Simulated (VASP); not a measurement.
# Rb in VASP: single point with PBE

Aim: the single point of Rb with PBE.

All numbers are computed with VASP 6.6.1; they aren't measurements. Logs are shortened: lines on timing, memory, paths and dates and some standing lists are left out, and cuts for length are marked.

**1. The cell of the first run**

The cell holds a sublattice, 2 atoms: a = 6.003 Å, b = 6.003 Å, c = 6.003 Å, α = 60.00°, β = 60.00°, γ = 60.00°.

**2. Single point, PBE**

INCAR

```
SYSTEM = Rb
PREC = Accurate
ENCUT = 400
EDIFF = 1E-6
ISMEAR = 0
SIGMA = 0.1
LREAL = .FALSE.
LASPH = .TRUE.
NELM = 120
ALGO = Normal
ISIF = 2
LWAVE = .FALSE.
LCHARG = .FALSE.
GGA = PE
NBANDS = 16
GGA_COMPAT = .FALSE.
```

KPOINTS

```
regular mesh
0
G
  6 6 6
  0 0 0
```

POSCAR

```
Rb
1.0
    0.0000000000      4.2444848434      4.2444848434
    4.2444848434      0.0000000000      4.2444848434
    4.2444848434      4.2444848434      0.0000000000
Rb
2
Direct
    0.2500000000      0.2500000000      0.2500000000
    0.7500000000      0.7500000000      0.7500000000
```

Potentials or basis: VASP PAW PBE potentials, release 64 (Rb_sv).

On the command line:

```sh
$ cat potpaw_PBE.64/Rb_sv/POTCAR > POTCAR
$ mpirun -np 1 vasp_std > vasp.out
```

OUTCAR:

```text
SYSTEM = Rb
   PREC = Accurate
   ENCUT = 400
   EDIFF = 1E-6
   ISMEAR = 0
   LREAL = .FALSE.
   LASPH = .TRUE.
   NELM = 120
   ISIF = 2
   GGA = PE

 ion  position               nearest neighbor table
   1  0.250  0.250  0.250-   2 4.24   2 4.24   2 4.24   2 4.24   2 4.24   2 4.24
   2  0.750  0.750  0.750-   1 4.24   1 4.24   1 4.24   1 4.24   1 4.24   1 4.24

  LATTYP: Found a face centered cubic cell.
 ALAT       =     8.4889696868

  Lattice vectors:

 A1 = (   0.0000000000,   4.2444848434,   4.2444848434)
 A2 = (   4.2444848434,   0.0000000000,   4.2444848434)
 A3 = (   4.2444848434,   4.2444848434,   0.0000000000)

Analysis of symmetry for initial positions (statically):
=====================================================================
 Subroutine PRICEL returns following result:

  LATTYP: Found a simple cubic cell.
 ALAT       =     4.2444848434

  Lattice vectors:

 A1 = (  -4.2444848434,   0.0000000000,   0.0000000000)
 A2 = (   0.0000000000,   0.0000000000,   4.2444848434)
 A3 = (   0.0000000000,   4.2444848434,   0.0000000000)

   2 primitive cells build up your supercell.

 Routine SETGRP: Setting up the symmetry group for a
 face centered cubic supercell.

 Subroutine GETGRP returns: Found 48 space group operations
 (whereof 48 operations were pure point group operations)
 out of a pool of 48 trial point group operations.

The static configuration has the point symmetry O_h .

Analysis of symmetry for dynamics (positions and initial velocities):
=====================================================================
 Subroutine PRICEL returns following result:

  LATTYP: Found a simple cubic cell.
 ALAT       =     4.2444848434

  Lattice vectors:

 A1 = (  -4.2444848434,   0.0000000000,   0.0000000000)
 A2 = (   0.0000000000,   0.0000000000,   4.2444848434)
 A3 = (   0.0000000000,   4.2444848434,   0.0000000000)

   2 primitive cells build up your supercell.

 Routine SETGRP: Setting up the symmetry group for a
 face centered cubic supercell.

 Subroutine GETGRP returns: Found 48 space group operations
 (whereof 48 operations were pure point group operations)
 out of a pool of 48 trial point group operations.

The dynamic configuration has the point symmetry O_h .

 Subroutine INISYM returns: Found 48 space group operations
 (whereof 48 operations are pure point group operations),
 and found     2 'primitive' translations

----------------------------------------------------------------------------------------

                                     Primitive cell

  volume of cell :      76.4672

  direct lattice vectors                    reciprocal lattice vectors
    -4.244484843  0.000000000  0.000000000    -0.235599852  0.000000000  0.000000000
     0.000000000  0.000000000  4.244484843     0.000000000  0.000000000  0.235599852
     0.000000000  4.244484843  0.000000000     0.000000000  0.235599852  0.000000000

  length of vectors
     4.244484843  4.244484843  4.244484843     0.235599852  0.235599852  0.235599852

  position of ions in fractional coordinates (direct lattice)
     0.500000000  0.500000000  0.500000000

  ion indices of the primitive-cell ions
   primitive index   ion index
                 1           1

----------------------------------------------------------------------------------------

 KPOINTS: regular mesh

Automatic generation of k-mesh.
 Grid dimensions read from file:
 generate k-points for:    6    6    6

 Generating k-lattice:

  Cartesian coordinates                     Fractional coordinates (reciprocal lattice)
    -0.019633321  0.019633321  0.019633321     0.166666667  0.000000000  0.000000000
     0.019633321 -0.019633321  0.019633321     0.000000000  0.166666667  0.000000000
     0.019633321  0.019633321 -0.019633321     0.000000000  0.000000000  0.166666667

  Length of vectors
     0.034005909  0.034005909  0.034005909

  Shift w.r.t. Gamma in fractional coordinates (k-lattice)
     0.000000000  0.000000000  0.000000000

 Subroutine IBZKPT returns following result:
 ===========================================

 Found     16 irreducible k-points:

 Following reciprocal coordinates:
            Coordinates               Weight
  0.000000  0.000000  0.000000      1.000000
  0.166667  0.000000  0.000000      8.000000
  0.333333  0.000000  0.000000      8.000000
  0.500000  0.000000  0.000000      4.000000
  0.166667  0.166667  0.000000      6.000000
  0.333333  0.166667  0.000000     24.000000
[... 8 lines left out ...]
 -0.333333  0.333333  0.166667     24.000000
 -0.333333  0.500000  0.166667     12.000000
   k-points           NKPTS =     16   k-points in BZ     NKDIM =     16   number of bands    NBANDS=     16
   number of dos      NEDOS =    301   number of ions     NIONS =      2
   total plane-waves  NPLWV =  64000
   dimension x,y,z NGX =    40 NGY =   40 NGZ =   40
   dimension x,y,z NGXF=    80 NGYF=   80 NGZF=   80
   ions per type =               2
   NGX,Y,Z   is equivalent  to a cutoff of  11.08, 11.08, 11.08 a.u.
   NGXF,Y,Z  is equivalent  to a cutoff of  22.16, 22.16, 22.16 a.u.
 SYSTEM =  Rb
   PREC   = accura    normal or accurate (medium, high low for compatibility)
   ISTART =      0    job   : 0-new  1-cont  2-samecut
   ICHARG =      2    charge: 1-file 2-atom 10-const
   ISPIN  =      1    spin polarized calculation?
   LNONCOLLINEAR =      F non collinear calculations
   LSORBIT =      F    spin-orbit coupling
   LASPH  =      T    aspherical Exc in radial PAW
   ENCUT  =  400.0 eV  29.40 Ry    5.42 a.u.   9.79  9.79  9.79*2*pi/ulx,y,z
   NELM   =    120;   NELMIN=  2; NELMDL= -5     # of ELM steps
   EDIFF  = 0.1E-05   stopping-criterion for ELM
   LREAL  =      F    real-space projection
   EDIFFG = 0.1E-04   stopping-criterion for IOM
   NSW    =      0    number of steps for IOM
   IBRION =     -1    ionic relax: 0-MD 1-quasi-New 2-CG
   NFREE  =      0    steps in history (QN), initial steepest desc. (CG)
   ISIF   =      2    stress and relaxation
   ISYM   =      2    0-nonsym 1-usesym 2-fastsym
   POTIM  = 0.5000    time-step for ionic-motion
   TEBEG  =    0.0;   TEEND  =   0.0 temperature during run
   PSTRESS=    0.0 pullay stress
   NELECT =      18.0000    total number of electrons
   NUPDOWN=      -1.0000    fix difference up-down
   EMIN   =  10.00;   EMAX   =-10.00  energy-range for DOS
   EFERMI =   0.00;   METHOD = LEGACY
   ISMEAR =     0;   SIGMA  =   0.10  broadening in eV -4-tet -1-fermi 0-gaus
   EFERMI_NEDOS =   21; number of points for ismear=-14 and -15
   IALGO  =     38    algorithm
   IMIX   =      4    mixing-type and parameters
     AMIX     =   0.40;   BMIX     =  1.00
     AMIX_MAG =   1.60;   BMIX_MAG =  1.00
  volume/ion in A,a.u.               =      76.47       516.03
  Fermi-wavevector in a.u.,A,eV,Ry     =   0.802289  1.516106  8.757624  0.643667
  Thomas-Fermi vector in A             =   1.909938
   LORBIT       =      0    0 simple, 1 ext, 2 COOP (PROOUT), +10 PAW based schemes
   GGA     = PE    functional components
   LHFCALC =     F    Hartree Fock is set to
   AEXX    =    0.0000 exact exchange contribution
   IVDW    =     0    specifies the selected vdW correction
   LEPSILON=     F    determine dielectric tensor
   LRPA    =     F    only Hartree local field effects (RPA)
 non-spin polarized calculation
 Gauss-broadening in eV      SIGMA  =   0.10
  energy-cutoff  :      400.00
  volume of cell :      152.93
 maximum number of plane-waves:      2798
   NGX = 19   NGY = 19   NGZ = 19

 number of electron      18.0000000 magnetization

 Free energy of the ion-electron system (eV)
  ---------------------------------------------------
  ext. energy  EPLUGINS =         0.00000000
  ---------------------------------------------------
  free energy    TOTEN  =        -1.56956583 eV

  energy without entropy =       -1.55111675  energy(sigma->0) =       -1.56034129

 E-fermi :   0.5098     XC(G=0):  -5.8979

 val. band max:        0.5082362116   @ k =  -0.3333   0.3333   0.1667
 cond. band min:       0.5434940319   @ k =   0.5000   0.1667   0.0000
 fundamental gap:      0.0352578204
 Fermi energy:         0.5097584980

 k-point     1 :       0.0000    0.0000    0.0000
  band No.  band energies     occupation
      1     -28.5734      2.00000
      2     -28.5347      2.00000
      3     -12.7430      2.00000
      4     -12.7430      2.00000
      5     -12.7430      2.00000
      6     -12.5542      2.00000
[... 8 lines left out ...]
     15       4.3448      0.00000
     16       5.6567      0.00000

 k-point     2 :       0.1667    0.0000    0.0000
  band No.  band energies     occupation
      1     -28.5708      2.00000
      2     -28.5373      2.00000
      3     -12.7342      2.00000
      4     -12.7314      2.00000
      5     -12.7314      2.00000
      6     -12.5716      2.00000
[... 8 lines left out ...]
     15       4.7752      0.00000
     16       5.1831      0.00000

 k-point     3 :       0.3333    0.0000    0.0000
  band No.  band energies     occupation
      1     -28.5636      2.00000
      2     -28.5443      2.00000
      3     -12.7078      2.00000
      4     -12.6990      2.00000
      5     -12.6990      2.00000
      6     -12.6149      2.00000
[... 8 lines left out ...]
     15       3.9599      0.00000
     16       4.4945      0.00000

 k-point     4 :       0.5000    0.0000    0.0000
  band No.  band energies     occupation
      1     -28.5539      2.00000
      2     -28.5539      2.00000
      3     -12.6655      2.00000
      4     -12.6655      2.00000
      5     -12.6529      2.00000
      6     -12.6529      2.00000
[... 8 lines left out ...]
     15       3.8459      0.00000
     16       3.8459      0.00000

 k-point     5 :       0.1667    0.1667    0.0000
  band No.  band energies     occupation
      1     -28.5701      2.00000
      2     -28.5379      2.00000
      3     -12.7515      2.00000
      4     -12.7515      2.00000
      5     -12.6861      2.00000
      6     -12.6215      2.00000
[... 8 lines left out ...]
     15       4.3680      0.00000
     16       5.2097      0.00000

 k-point     6 :       0.3333    0.1667    0.0000
  band No.  band energies     occupation
      1     -28.5651      2.00000
      2     -28.5428      2.00000
      3     -12.7479      2.00000
      4     -12.7459      2.00000
      5     -12.6832      2.00000
      6     -12.6320      2.00000
[... 8 lines left out ...]
     15       3.8159      0.00000
     16       5.0041      0.00000

 k-point     7 :       0.5000    0.1667    0.0000
  band No.  band energies     occupation
      1     -28.5571      2.00000
      2     -28.5506      2.00000
      3     -12.7348      2.00000
      4     -12.7213      2.00000
      5     -12.7147      2.00000
      6     -12.5977      2.00000
[... 8 lines left out ...]
     15       4.1704      0.00000
     16       4.4636      0.00000

 k-point     8 :      -0.3333    0.1667    0.0000
  band No.  band energies     occupation
      1     -28.5595      2.00000
      2     -28.5483      2.00000
      3     -12.7621      2.00000
      4     -12.6745      2.00000
      5     -12.6653      2.00000
      6     -12.6481      2.00000
[... 8 lines left out ...]
     15       4.2924      0.00000
     16       4.3365      0.00000

 k-point     9 :      -0.1667    0.1667    0.0000
  band No.  band energies     occupation
      1     -28.5669      2.00000
      2     -28.5411      2.00000
      3     -12.7603      2.00000
      4     -12.6967      2.00000
      5     -12.6912      2.00000
      6     -12.6183      2.00000
[... 8 lines left out ...]
     15       4.3958      0.00000
     16       4.7854      0.00000

 k-point    10 :       0.3333    0.3333    0.0000
  band No.  band energies     occupation
      1     -28.5635      2.00000
      2     -28.5442      2.00000
      3     -12.7685      2.00000
      4     -12.7685      2.00000
      5     -12.7515      2.00000
      6     -12.5692      2.00000
[... 8 lines left out ...]
     15       3.2370      0.00000
     16       5.1370      0.00000

 k-point    11 :       0.5000    0.3333    0.0000
  band No.  band energies     occupation
      1     -28.5594      2.00000
      2     -28.5482      2.00000
      3     -12.7929      2.00000
      4     -12.7624      2.00000
      5     -12.7602      2.00000
      6     -12.5492      2.00000
[... 8 lines left out ...]
     15       3.5698      0.00000
     16       4.5773      0.00000

 k-point    12 :      -0.3333    0.3333    0.0000
  band No.  band energies     occupation
      1     -28.5538      2.00000
      2     -28.5538      2.00000
      3     -12.7960      2.00000
      4     -12.7292      2.00000
      5     -12.7225      2.00000
      6     -12.5910      2.00000
[... 8 lines left out ...]
     15       3.8012      0.00000
     16       4.0620      0.00000

 k-point    13 :       0.5000    0.5000    0.0000
  band No.  band energies     occupation
      1     -28.5602      2.00000
      2     -28.5473      2.00000
      3     -12.8145      2.00000
      4     -12.7769      2.00000
      5     -12.7769      2.00000
      6     -12.5310      2.00000
[... 8 lines left out ...]
     15       3.4435      0.00000
     16       4.8536      0.00000

 k-point    14 :       0.5000    0.3333    0.1667
  band No.  band energies     occupation
      1     -28.5603      2.00000
      2     -28.5474      2.00000
      3     -12.7777      2.00000
      4     -12.7431      2.00000
      5     -12.7096      2.00000
      6     -12.6011      2.00000
[... 8 lines left out ...]
     15       3.8041      0.00000
     16       4.4559      0.00000

 k-point    15 :      -0.3333    0.3333    0.1667
  band No.  band energies     occupation
      1     -28.5538      2.00000
      2     -28.5538      2.00000
      3     -12.7772      2.00000
      4     -12.7772      2.00000
      5     -12.6566      2.00000
      6     -12.6566      2.00000
[... 8 lines left out ...]
     15       3.9991      0.00000
     16       3.9991      0.00000

 k-point    16 :      -0.3333    0.5000    0.1667
  band No.  band energies     occupation
      1     -28.5570      2.00000
      2     -28.5506      2.00000
      3     -12.8052      2.00000
      4     -12.7864      2.00000
      5     -12.7172      2.00000
      6     -12.5943      2.00000
[... 8 lines left out ...]
     15       3.6209      0.00000
     16       4.1871      0.00000

------------------------ aborting loop because EDIFF is reached ----------------------------------------

  FORCE on cell =-STRESS in cart. coord.  units (eV):
  Direction    XX          YY          ZZ          XY          YZ          ZX
  --------------------------------------------------------------------------------------
  -------------------------------------------------------------------------------------
  Total        0.8433262      0.8433262      0.8433262     -0.0000000      0.0000000     -0.0000000
  in kB        8.8348918      8.8348918      8.8348918     -0.0000000      0.0000000     -0.0000000
  external PRESSURE =       8.8348918 kB  Pullay stress =       0.0000000 kB

 VOLUME and BASIS-vectors are now :
 -----------------------------------------------------------------------------
  energy-cutoff  :      400.00
  volume of cell :      152.93
      direct lattice vectors                 reciprocal lattice vectors
     0.000000000  4.244484843  4.244484843    -0.117799926  0.117799926  0.117799926
     4.244484843  0.000000000  4.244484843     0.117799926 -0.117799926  0.117799926
     4.244484843  4.244484843  0.000000000     0.117799926  0.117799926 -0.117799926

 POSITION                                       TOTAL-FORCE (eV/Angst)
 -----------------------------------------------------------------------------------
      2.12224      2.12224      2.12224         0.000000      0.000000      0.000000
      6.36673      6.36673      6.36673        -0.000000     -0.000000     -0.000000
 -----------------------------------------------------------------------------------
    total drift:                                0.000000     -0.000000      0.000000

  FREE ENERGIE OF THE ION-ELECTRON SYSTEM (eV)
  ---------------------------------------------------
  free  energy   TOTEN  =        -1.5695658295 eV

  energy  without entropy=       -1.5511167497  energy(sigma->0) =       -1.56034129
```

It took 16 s on 1 thread of Intel Xeon 6975P-C (Granite Rapids), shared host; peak memory 0.23 GiB.

What came out:

- Free energy: -1.5696 eV
- Pressure: 0.9 GPa
- Band gap on the k mesh: zero (bands 9 and 10 overlap by 0.60 eV)

Levels at points of the mesh, in eV from the Fermi level:
| k point | band 5 | band 6 | band 7 | band 8 | band 9 | band 10 | band 11 | band 12 | band 13 | band 14 |
| --- | --- | --- | --- | --- | --- | --- | --- | --- | --- | --- |
| (0.00, 0.00, 0.00) | -13.25 | -13.06 | -13.06 | -13.06 | -2.24 | 1.67 | 1.67 | 1.67 | 2.26 | 2.26 |
| (0.50, 0.00, 0.00) | -13.16 | -13.16 | -13.16 | -13.16 | -0.42 | -0.42 | 2.52 | 2.52 | 2.52 | 2.52 |
| (0.50, 0.50, 0.00) | -13.29 | -13.04 | -13.04 | -13.02 | -0.17 | 0.34 | 0.51 | 1.92 | 2.56 | 2.56 |
